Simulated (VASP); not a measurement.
H6Os:

```xyz
7
Lattice="3.8784 0.0000 0.0000 0.0000 3.8784 0.0000 0.0000 0.0000 2.5193" Properties=species:S:1:pos:R:3 pbc="T T T"
H     1.2258    1.2258    1.2596
H     2.6525    2.6525    1.2596
H     2.6525    1.2258    1.2596
H     1.2258    2.6525    1.2596
H     0.0000    1.9392    0.0000
H     1.9392    0.0000    0.0000
Os    0.0000    0.0000    1.2596
```

* Program: VASP 6.6.1
* Task: relaxation of cell and atoms
* Functional: PBE
* Potentials or basis: VASP PAW PBE potentials, release 64 (H, Os)
* Cutoff: 600 eV
* k mesh: 4 × 4 × 6
* Occupations: gaussian, width 0.1 eV
* Spin: no spin polarisation

At the start: pressure 1.5 GPa; volume 5.41 Å³/atom.

Problem. How do energy, volume and symmetry change on relaxing?

Solution. Over 6 steps the energy falls by 2.8 meV/atom and the volume is 5.40 Å³/atom (-0.2 %); space group P4/mmm (No. 123, to 0.05 Å).

The path:
```csv
step,energy change (eV),largest force (eV/Å),pressure (GPa),volume (Å³)
1,0.0000,0.1148,1.47,37.89
2,-0.0126,0.0718,-0.27,38.17
3,-0.0152,0.0395,-1.52,38.37
4,-0.0177,0.0565,-0.58,38.10
5,-0.0183,0.0682,0.11,37.91
6,-0.0193,0.0132,0.02,37.83
```

Final structure:
```xyz
7
Lattice="3.8421 0.0000 0.0000 0.0000 3.8421 0.0000 0.0000 0.0000 2.5627" Properties=species:S:1:pos:R:3 pbc="T T T"
H     1.2295    1.2295    1.2813
H     2.6126    2.6126    1.2813
H     2.6126    1.2295    1.2813
H     1.2295    2.6126    1.2813
H     0.0000    1.9211    0.0000
H     1.9211    0.0000    0.0000
Os    0.0000    0.0000    1.2813
```

Caveat: the k points lie up to 0.41 Å⁻¹ apart in the final cell.
